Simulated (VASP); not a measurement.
Crystal: PtSe.

```xyz
2
Lattice="0.0000 3.0374 3.0374 3.0374 0.0000 3.0374 3.0374 3.0374 0.0000" Properties=species:S:1:pos:R:3 pbc="T T T"
Pt    0.0000    0.0000    0.0000
Se    1.5187    1.5187    1.5187
```

* Program: VASP 6.6.1
* Task: relaxation of cell and atoms
* Functional: r2SCAN
* Dispersion: D4
* Potentials or basis: VASP PAW PBE potentials, release 64 (Pt, Se)
* Cutoff: 600 eV
* k mesh: 8 × 8 × 8
* Occupations: fermi-dirac, width 0.05 eV
* Spin: no spin polarisation

At the start: pressure -14.2 GPa; volume 28.02 Å³/atom.

Q: Where does the relaxation end?

A: Over 7 steps the energy falls by 325.7 meV/atom and the volume is 22.25 Å³/atom (-20.6 %); space group F-43m (No. 216, to 0.05 Å).

Step by step:
```csv
step,energy change (eV),largest force (eV/Å),pressure (GPa),volume (Å³)
1,0.0000,0.0000,-14.21,56.05
2,-0.2319,0.0000,25.04,38.21
3,-0.6510,0.0000,-0.59,44.73
4,-0.6514,0.0000,-0.08,44.52
5,-0.6511,0.0000,0.46,44.30
6,-0.6511,0.0000,-0.47,44.68
7,-0.6514,0.0000,-0.04,44.50
```

Final structure:
```
CELL_PARAMETERS angstrom
0.00000 2.81258 2.81258
2.81258 0.00000 2.81258
2.81258 2.81258 0.00000
ATOMIC_POSITIONS crystal
Pt 0.00000 0.00000 0.00000
Se 0.25000 0.25000 0.25000
```

Caveat: the volume moved by over 15 % at a fixed basis, so the end points are rough; the PAW data sets were made with another functional, which shifts forces and pressure a little; pairwise dispersion overbinds metals, which lowers pressure and volume.
